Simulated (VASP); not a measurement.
A run of VASP 6.6.1 is set up as follows.

File INCAR:

```
ALGO = Normal
DIPOL = 0.5 0.5 0.500
EDIFF = 1E-6
ENCUT = 400
GGA = PE
GGA_COMPAT = False
IDIPOL = 3
ISIF = 2
ISMEAR = 0
IVDW = 12
LASPH = True
LCHARG = False
LDIPOL = True
LREAL = False
LWAVE = False
NBANDS = 59
NELM = 120
NELMDL = -8
PREC = Accurate
SIGMA = 0.05
```

KPOINTS

```
k-points
0
Gamma
  9 9 1
```

POSCAR

```
Bi2Te3
1.0
    4.3850380749      0.0000000000      0.0000000000
   -2.1925190374      3.7975543694      0.0000000000
    0.0000000000      0.0000000000     34.6266470868
Te Bi
6 4
Direct
    0.0000000000      0.0000000000      0.2454756875
    0.6666666667      0.3333333333      0.3539915421
    0.3333333333      0.6666666667      0.4625073967
    0.6666666667      0.3333333333      0.5374565031
    0.3333333333      0.6666666667      0.6460240555
    0.0000000000      0.0000000000      0.7544681113
    0.3333333333      0.6666666667      0.2955198959
    0.0000000000      0.0000000000      0.4124631883
    0.0000000000      0.0000000000      0.5875304386
    0.6666666667      0.3333333333      0.7047361091
```

Potentials or basis: VASP PAW PBE potentials, release 64 (Te, Bi_d).

Command:

```bash
$ cat potpaw_PBE.64/Te/POTCAR potpaw_PBE.64/Bi_d/POTCAR > POTCAR
$ mpirun -np 1 vasp_std > vasp.out
```

Problem. Predict the band gap on the k mesh.

Solution. 0.55 eV.

Problem. Predict the dispersion energy per atom.

Solution. -0.401 eV.

Problem. Estimate the largest force.

Solution. 0.074 eV/Å.

Forces on the atoms (eV/Å):
```
Te   0.000  0.000  0.048
Te   0.000  0.000  0.017
Te   0.000  0.000  0.017
Te   0.000  0.000 -0.014
Te   0.000  0.000 -0.001
Te   0.000  0.000  0.009
Bi   0.000  0.000 -0.074
Bi   0.000  0.000 -0.006
Bi   0.000  0.000  0.009
Bi   0.000  0.000 -0.007
```

Caveat: spin-orbit coupling is left out, which moves the levels of the heavy elements.
